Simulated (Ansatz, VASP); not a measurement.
**Two plane-wave programs on Si2Mo**

```
Mo Si
1.0
    -1.53600    1.53600    3.93050
     1.53600   -1.53600    3.93050
     1.53600    1.53600   -3.93050
Mo Si
1 2
Direct
  0.00000 0.00000 0.00000
  0.66700 0.66700 0.00000
  0.33300 0.33300 0.00000
```

Alike in both runs: functional PBE; k mesh 10 × 10 × 10; occupations fermi-dirac, width 0.05 eV; no spin polarisation.

|  | VASP | Ansatz |
| --- | --- | --- |
| version | VASP 6.6.1 | Ansatz 0.2.0 |
| potentials or method | VASP PAW PBE potentials, release 64 (Mo_sv, Si) | Ansatz PAW |
| plane-wave cutoff (eV) | 520 | 420 |
| valence electrons in the cell | 22 | 22 |
| task | single point | band structure |

```tsv
	VASP	Ansatz	Ansatz less VASP
gap on the k mesh at the Fermi level (eV)	none	none	-
pressure (GPa)	23.0	22.8	-0.22
traceless stress, the component that is largest in VASP (GPa)	-11.03	-11.02	+0.008
rms of the force components (eV/Å)	0.037	0.042	+0.0051
```

Atom by atom the forces differ by 0.005 eV/Å (rms over components). A gap of «none» marks a metal or a gap that the smearing closes. With one functional, cell and mesh, what is left measures potentials, basis and numerics.
